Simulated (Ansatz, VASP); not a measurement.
Two plane-wave programs on I

The input INCAR:

```
SYSTEM = I
PREC     = Accurate       ! precision mode
ENCUT    = 520            ! plane-wave cutoff, eV
EDIFF    = 1E-6           ! SCF threshold, eV
ISMEAR   = 0              ! smearing method
SIGMA    = 0.1            ! smearing width, eV
LREAL    = .FALSE.        ! projectors in reciprocal space
LASPH    = .TRUE.         ! aspherical terms in the spheres
NELM     = 80             ! most SCF steps
ALGO     = Fast           ! electronic algorithm
ISIF     = 2              ! what is computed and relaxed
LWAVE    = .FALSE.        ! write WAVECAR
LCHARG   = .TRUE.         ! write CHGCAR
GGA      = PS             ! functional
LELF     = .TRUE.         ! ELF
LVHAR    = .TRUE.       
NBANDS   = 10             ! bands
```

The input KPOINTS:

```
regular mesh
0
G
  12 12 18
  0 0 0
```

Contents of POSCAR:

```
I
1.0
    2.5009821176     -3.5560988978     -0.0190122159
    2.5009821176      3.5560988978     -0.0190122159
   -1.6148499819      0.0000000000      2.3777848246
I
1
Direct
    0.5000000000      0.5000000000      0.5000000000
```

Input for Ansatz:

```yaml
crystal:
  lattice:
    - [2.5009821176, -3.5560988978, -0.0190122159]
    - [2.5009821176, 3.5560988978, -0.0190122159]
    - [-1.6148499819, 0.0, 2.3777848246]
  atoms:
    - { symbol: I, position: [0.5, 0.5, 0.5] }
basis:
  ecutwfc: 420
kpoints:
  mp_grid: { grid: [12, 12, 18] }
hamiltonian:
  xc: pbesol
scf:
  occupations: { method: gaussian, width: 0.1 }
output:
  forces: true
  stress: true
  eigenvalues: true
```

Alike in both runs: task single point; functional PBEsol; k mesh 12 × 12 × 18; occupations gaussian, width 0.1 eV; no spin polarisation.

|  | VASP | Ansatz |
| --- | --- | --- |
| version | VASP 6.6.1 | Ansatz 0.2.0 |
| potentials or method | VASP PAW PBE potentials, release 64 (I), cutoff 520 eV | scalar-relativistic, plane waves, PAW |
| valence electrons in the cell | 7 | 17 |

```csv
,VASP,Ansatz,Ansatz less VASP
gap on the k mesh at the Fermi level (eV),none,none,-
pressure (GPa),0.4,0.4,+0.01
"traceless stress, the component that is largest in VASP (GPa)",-1.84,-1.86,-0.026
```

VASP's potentials were made for PBE, not for PBEsol. A gap of «none» marks a metal or a gap that the smearing closes. The functional is the same, so the differences come from potentials, cutoffs and numerics. VASP's potentials hold 7 valence electrons a cell and Ansatz's 17, so a difference there can come from the potentials and not from the codes.

Neither program's run includes spin-orbit coupling.
